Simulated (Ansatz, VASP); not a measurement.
# WSe2: VASP beside Ansatz

```
CELL_PARAMETERS angstrom
3.31785 0.00000 0.00000
-1.65892 2.87334 0.00000
0.00000 0.00000 36.41831
ATOMIC_POSITIONS crystal
W 0.66667 0.33333 0.90611
W 0.66667 0.33333 0.28047
W 0.33333 0.66667 0.71953
W 0.33333 0.66667 0.09389
Se 0.33333 0.66667 0.95179
Se 0.33333 0.66667 0.32611
Se 0.66667 0.33333 0.76520
Se 0.66667 0.33333 0.13955
Se 0.33333 0.66667 0.86045
Se 0.33333 0.66667 0.23480
Se 0.66667 0.33333 0.67389
Se 0.66667 0.33333 0.04821
```

Alike in both runs: task single point; functional LDA; k mesh 6 × 6 × 1; occupations gaussian, width 0.1 eV; no spin polarisation.

```csv
,VASP,Ansatz
version,VASP 6.6.1,Ansatz 0.2.0
potentials or method,"VASP PAW LDA potentials, release 64 (W_sv, Se), cutoff 500 eV","scalar-relativistic, plane waves, PAW"
valence electrons in the cell,104,184
```

```tsv
	VASP	Ansatz	Ansatz less VASP
gap on the k mesh at the Fermi level (eV)	1.23	1.24	+0.006
least direct gap on the mesh (eV)	1.46	1.46	-0.003
rms of the force components (eV/Å)	0.123	0.166	+0.0437
```

Ansatz warns that its potentials were made for another functional, while VASP's fit it. LDA's correlation is that of Perdew and Zunger in VASP and of Perdew and Wang (1992) in Ansatz. Atom by atom the forces differ by 0.044 eV/Å (rms over components). VASP's potentials hold 104 valence electrons a cell and Ansatz's 184, so a difference there can come from the potentials and not from the codes.

Neither program's run includes spin-orbit coupling.
